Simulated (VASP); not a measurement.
# Sn3As (Fm-3m) in VASP: a series of runs

The runs below take Sn3As through single point, relaxation of cell and atoms, with PBE.

Everything below comes from runs of VASP 6.6.1. Logs are shortened: lines on timing, memory, paths and dates and some standing lists are left out, and cuts for length are marked.

## (1) The cell of the first run

The structure is cubic, space group Fm-3m (No. 225). Conventional cell: a = 7.415 Å, b = 7.415 Å, c = 7.415 Å, α = 90.00°, β = 90.00°, γ = 90.00°. Sn (site symmetry -43m) has 4 As at 3.21 Å and 10 Sn at 3.21 to 3.71 Å within 4.2 Å. Within 4.2 Å of Sn (site symmetry m-3m) lie 8 Sn at 3.21 Å and 6 As at 3.71 Å. As (site symmetry m-3m) has 14 Sn at 3.21 to 3.71 Å within 4.2 Å.

## (2) Single point, PBE

Input file INCAR:

```
ALGO = Fast
EDIFF = 1E-6
ENCUT = 520
GGA = PE
ISIF = 2
ISMEAR = 0
LASPH = True
LCHARG = False
LREAL = False
LWAVE = False
NBANDS = 32
NELM = 80
PREC = Accurate
SIGMA = 0.1
```

Input file KPOINTS:

```
k-points
0
Gamma
  12 12 12
```

Input file POSCAR:

```
Sn3As
1.0
    0.0000000000      3.7074490933      3.7074490933
    3.7074490933      0.0000000000      3.7074490933
    3.7074490933      3.7074490933      0.0000000000
Sn As
3 1
Direct
    0.7500000000      0.7500000000      0.7500000000
    0.5000000000      0.5000000000      0.5000000000
    0.2500000000      0.2500000000      0.2500000000
    0.0000000000      0.0000000000      0.0000000000
```

Potentials or basis: VASP PAW PBE potentials, release 64 (Sn_d, As).

The run is started by

```
$ cat potpaw_PBE.64/Sn_d/POTCAR potpaw_PBE.64/As/POTCAR > POTCAR
$ mpirun -np 1 vasp_std > vasp.out
```

OUTCAR:

```text
EDIFF = 1E-6
   ENCUT = 520
   GGA = PE
   ISIF = 2
   ISMEAR = 0
   LASPH = True
   LREAL = False
   NELM = 80
   PREC = Accurate

 ion  position               nearest neighbor table
   1  0.750  0.750  0.750-   2 3.21   4 3.21   2 3.21   2 3.21   2 3.21   4 3.21   4 3.21   4 3.21
                             3 3.71   3 3.71   3 3.71   3 3.71   3 3.71   3 3.71
   2  0.500  0.500  0.500-   1 3.21   3 3.21   3 3.21   3 3.21   3 3.21   1 3.21   1 3.21   1 3.21

   3  0.250  0.250  0.250-   2 3.21   4 3.21   4 3.21   4 3.21   4 3.21   2 3.21   2 3.21   2 3.21
                             1 3.71   1 3.71   1 3.71   1 3.71   1 3.71   1 3.71
   4  0.000  0.000  0.000-   1 3.21   3 3.21   1 3.21   1 3.21   1 3.21   3 3.21   3 3.21   3 3.21

  LATTYP: Found a face centered cubic cell.
 ALAT       =     7.4148981866

  Lattice vectors:

 A1 = (   0.0000000000,   3.7074490933,   3.7074490933)
 A2 = (   3.7074490933,   0.0000000000,   3.7074490933)
 A3 = (   3.7074490933,   3.7074490933,   0.0000000000)

Analysis of symmetry for initial positions (statically):
=====================================================================
 Subroutine PRICEL returns:
 Original cell was already a primitive cell.

 Routine SETGRP: Setting up the symmetry group for a
 face centered cubic supercell.

 Subroutine GETGRP returns: Found 48 space group operations
 (whereof 48 operations were pure point group operations)
 out of a pool of 48 trial point group operations.

The static configuration has the point symmetry O_h .

Analysis of symmetry for dynamics (positions and initial velocities):
=====================================================================
 Subroutine PRICEL returns:
 Original cell was already a primitive cell.

 Routine SETGRP: Setting up the symmetry group for a
 face centered cubic supercell.

 Subroutine GETGRP returns: Found 48 space group operations
 (whereof 48 operations were pure point group operations)
 out of a pool of 48 trial point group operations.

The dynamic configuration has the point symmetry O_h .

 Subroutine INISYM returns: Found 48 space group operations
 (whereof 48 operations are pure point group operations),
 and found     1 'primitive' translations

----------------------------------------------------------------------------------------
[... 95 lines left out ...]
   ENCUT  =  520.0 eV  38.22 Ry    6.18 a.u.   9.75  9.75  9.75*2*pi/ulx,y,z
   NELM   =     80;   NELMIN=  2; NELMDL= -5     # of ELM steps
   EDIFF  = 0.1E-05   stopping-criterion for ELM
   LREAL  =      F    real-space projection
   EDIFFG = 0.1E-04   stopping-criterion for IOM
   NSW    =      0    number of steps for IOM
   IBRION =     -1    ionic relax: 0-MD 1-quasi-New 2-CG
   NFREE  =      0    steps in history (QN), initial steepest desc. (CG)
   ISIF   =      2    stress and relaxation
   ISYM   =      2    0-nonsym 1-usesym 2-fastsym
   POTIM  = 0.5000    time-step for ionic-motion
   TEBEG  =    0.0;   TEEND  =   0.0 temperature during run
   PSTRESS=    0.0 pullay stress
   NELECT =      47.0000    total number of electrons
   NUPDOWN=      -1.0000    fix difference up-down
   EMIN   =  10.00;   EMAX   =-10.00  energy-range for DOS
   EFERMI =   0.00;   METHOD = LEGACY
   ISMEAR =     0;   SIGMA  =   0.10  broadening in eV -4-tet -1-fermi 0-gaus
   EFERMI_NEDOS =   21; number of points for ismear=-14 and -15
   IALGO  =     68    algorithm
   IMIX   =      4    mixing-type and parameters
     AMIX     =   0.40;   BMIX     =  1.00
     AMIX_MAG =   1.60;   BMIX_MAG =  1.00
  volume/ion in A,a.u.               =      25.48       171.95
  Fermi-wavevector in a.u.,A,eV,Ry     =   1.264801  2.390128 21.765539  1.599722
  Thomas-Fermi vector in A             =   2.398087
   LORBIT       =      0    0 simple, 1 ext, 2 COOP (PROOUT), +10 PAW based schemes
   GGA     = PE    functional components
   LHFCALC =     F    Hartree Fock is set to
   AEXX    =    0.0000 exact exchange contribution
   IVDW    =     0    specifies the selected vdW correction
   LEPSILON=     F    determine dielectric tensor
   LRPA    =     F    only Hartree local field effects (RPA)
 non-spin polarized calculation
 RMM-DIIS sequential band-by-band and
 Gauss-broadening in eV      SIGMA  =   0.10
  energy-cutoff  :      520.00
  volume of cell :      101.92
 maximum number of plane-waves:      2778
   NGX = 19   NGY = 19   NGZ = 19

 number of electron      47.0000019 magnetization

 Free energy of the ion-electron system (eV)
  ---------------------------------------------------
  ext. energy  EPLUGINS =         0.00000000
  ---------------------------------------------------
  free energy    TOTEN  =       -15.57303925 eV

  energy without entropy =      -15.56188913  energy(sigma->0) =      -15.56746419

 E-fermi :   7.5056     XC(G=0): -10.3850

 val. band max:        7.5035282725   @ k =   0.1667   0.1667   0.0000
 cond. band min:       7.5267950109   @ k =  -0.4167   0.4167   0.1667
 fundamental gap:      0.0232667384
 Fermi energy:         7.5056002483

 k-point     1 :       0.0000    0.0000    0.0000
  band No.  band energies     occupation
      1     -14.0245      2.00000
      2     -14.0245      2.00000
      3     -14.0200      2.00000
      4     -14.0200      2.00000
      5     -14.0200      2.00000
      6     -13.9600      2.00000
[... 829 lines left out ...]
     31      13.1184      0.00000
     32      16.2400      0.00000

 [... further k-points ...]

------------------------ aborting loop because EDIFF is reached ----------------------------------------

  FORCE on cell =-STRESS in cart. coord.  units (eV):
  Direction    XX          YY          ZZ          XY          YZ          ZX
  --------------------------------------------------------------------------------------
  -------------------------------------------------------------------------------------
  Total       -0.0332405     -0.0332405     -0.0332405      0.0000000      0.0000000     -0.0000000
  in kB       -0.5225431     -0.5225431     -0.5225431      0.0000000      0.0000000     -0.0000000
  external PRESSURE =      -0.5225431 kB  Pullay stress =       0.0000000 kB

 VOLUME and BASIS-vectors are now :
 -----------------------------------------------------------------------------
  energy-cutoff  :      520.00
  volume of cell :      101.92
      direct lattice vectors                 reciprocal lattice vectors
     0.000000000  3.707449093  3.707449093    -0.134863618  0.134863618  0.134863618
     3.707449093  0.000000000  3.707449093     0.134863618 -0.134863618  0.134863618
     3.707449093  3.707449093  0.000000000     0.134863618  0.134863618 -0.134863618

 POSITION                                       TOTAL-FORCE (eV/Angst)
 -----------------------------------------------------------------------------------
      5.56117      5.56117      5.56117        -0.000000     -0.000000     -0.000000
      3.70745      3.70745      3.70745         0.000000      0.000000      0.000000
      1.85372      1.85372      1.85372         0.000000      0.000000      0.000000
      0.00000      0.00000      0.00000         0.000000      0.000000      0.000000
 -----------------------------------------------------------------------------------
    total drift:                               -0.000000     -0.000000      0.000000

  FREE ENERGIE OF THE ION-ELECTRON SYSTEM (eV)
  ---------------------------------------------------
  free  energy   TOTEN  =       -15.5730392542 eV

  energy  without entropy=      -15.5618891335  energy(sigma->0) =      -15.56746419
```

OSZICAR:

```text
N       E                     dE             d eps       ncg     rms          rms(c)
DAV:   1     0.434305614253E+03    0.43431E+03   -0.23160E+04  4816   0.216E+03
DAV:   2     0.400162961327E+02   -0.39429E+03   -0.38205E+03  4632   0.549E+02
DAV:   3    -0.133517553159E+02   -0.53368E+02   -0.52152E+02  5632   0.170E+02
DAV:   4    -0.155835799540E+02   -0.22318E+01   -0.22279E+01  5032   0.376E+01
DAV:   5    -0.156540654882E+02   -0.70486E-01   -0.70482E-01  6464   0.691E+00    0.273E+00
RMM:   6    -0.155837728290E+02    0.70293E-01   -0.10369E-01  5445   0.236E+00    0.159E+00
RMM:   7    -0.155747014689E+02    0.90714E-02   -0.18136E-02  5693   0.103E+00    0.710E-01
RMM:   8    -0.155728915251E+02    0.18099E-02   -0.97266E-03  6112   0.654E-01    0.664E-02
RMM:   9    -0.155729829997E+02   -0.91475E-04   -0.15834E-03  6877   0.328E-01    0.455E-02
RMM:  10    -0.155730308584E+02   -0.47859E-04   -0.36989E-04  7105   0.135E-01    0.184E-02
RMM:  11    -0.155730394948E+02   -0.86364E-05   -0.77142E-05  7225   0.530E-02    0.471E-03
RMM:  12    -0.155730392542E+02    0.24056E-06   -0.96890E-06  5656   0.220E-02
   1 F= -.15573039E+02 E0= -.15567464E+02  d E =-.111501E-01
```

stdout:

```text
POSCAR found type information on POSCAR SnAs
 POSCAR found :  2 types and       4 ions
 scaLAPACK will be used
 LDA part: xc-table for (Slater+PW92), standard interpolation
 POSCAR, INCAR and KPOINTS ok, starting setup
 FFT: planning ... GRIDC
 FFT: planning ... GRID_SOFT
 FFT: planning ... GRID
 WAVECAR not read
 entering main loop
WARNING in EDDRMM: call to ZHEGV failed, returncode =   8  4     32
WARNING in EDDRMM: call to ZHEGV failed, returncode =   8  4     31
WARNING in EDDRMM: call to ZHEGV failed, returncode =   8  4     32
```

Wall time 4.4 min (1 thread of Oxide Virtual Turin-like, shared host); peak memory 0.33 GiB.

What came out:

```yaml
Free_energy: -15.5730 eV
Pressure: -0.1 GPa
```

Caveat: spin-orbit coupling is left out, which moves the levels of the heavy elements.

(Part 1 of 2 ends here.)
